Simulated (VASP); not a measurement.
Here is a VASP 6.6.1 calculation.

Contents of INCAR:

```
SYSTEM = Y
PREC = Accurate
ENCUT = 520
EDIFF = 1E-6
ISMEAR = 0
SIGMA = 0.15
LREAL = .FALSE.
LASPH = .TRUE.
NELM = 100
ALGO = Fast
ISIF = 2
LWAVE = .FALSE.
LCHARG = .FALSE.
GGA = PE
NBANDS = 18
```

File KPOINTS:

```
regular mesh
0
G
  18 18 8
  0 0 0
```

POSCAR

```
Y
1.0
    3.4689242752      0.0000000000      0.0000000000
   -1.7344621376      3.0041765462      0.0000000000
    0.0000000000      0.0000000000      5.7474000000
Y
2
Direct
    0.3333333333      0.6666666667      0.2500000000
    0.6666666667      0.3333333333      0.7500000000
```

Potentials or basis: VASP PAW PBE potentials, release 64 (Y_sv).

The run is started by

```console
$ cat potpaw_PBE.64/Y_sv/POTCAR > POTCAR
$ mpirun -np 1 vasp_std > vasp.out
```

Task: What does it give for the band gap on the k mesh?

Result: Zero (band 11 reaches 4.29 eV, above the bottom of band 12 at 3.10 eV).

Task: Estimate the pressure.

Result: 4.1 GPa.

Stress tensor (GPa, compression positive):
```
5.24 0.00 0.00
0.00 5.24 0.00
0.00 0.00 1.67
```

Caveat: the cell differs from its parent crystal (strain -0.050 along x and y, +0.000 along z).
